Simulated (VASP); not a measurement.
Here is a VASP 6.6.1 calculation.

INCAR

```
PREC     = Accurate       # precision mode
ENCUT    = 520            # plane-wave cutoff, eV
EDIFF    = 1E-7           # SCF threshold, eV
ISMEAR   = -1             # smearing method
SIGMA    = 0.05           # smearing width, eV
LREAL    = F              # projectors in reciprocal space
LASPH    = T              # aspherical terms in the spheres
NELM     = 80             # most SCF steps
ALGO     = Normal         # electronic algorithm
ISIF     = 2              # what is computed and relaxed
LWAVE    = F              # write WAVECAR
LCHARG   = T              # write CHGCAR
GGA      = PE             # functional
LELF     = T              # ELF
LVHAR    = T            
NBANDS   = 16             # bands
```

File KPOINTS:

```
Automatic mesh
0
Gamma
  8 8 8
```

Contents of POSCAR:

```
NbSi
1.0
    3.2183466972      0.0000000000      0.0000000000
    0.0000000000      3.2183466972      0.0000000000
    0.0000000000      0.0000000000      3.2183466972
Nb Si
1 1
Direct
    0.0000000000      0.0000000000      0.0000000000
    0.5000000000      0.5000000000      0.5000000000
```

Potentials or basis: VASP PAW PBE potentials, release 64 (Nb_sv, Si).

Command:

```bash
$ cat potpaw_PBE.64/Nb_sv/POTCAR potpaw_PBE.64/Si/POTCAR > POTCAR
$ mpirun -np 1 vasp_std > vasp.out
```

Q: What does it give for the pressure?

A: -8.9 GPa.
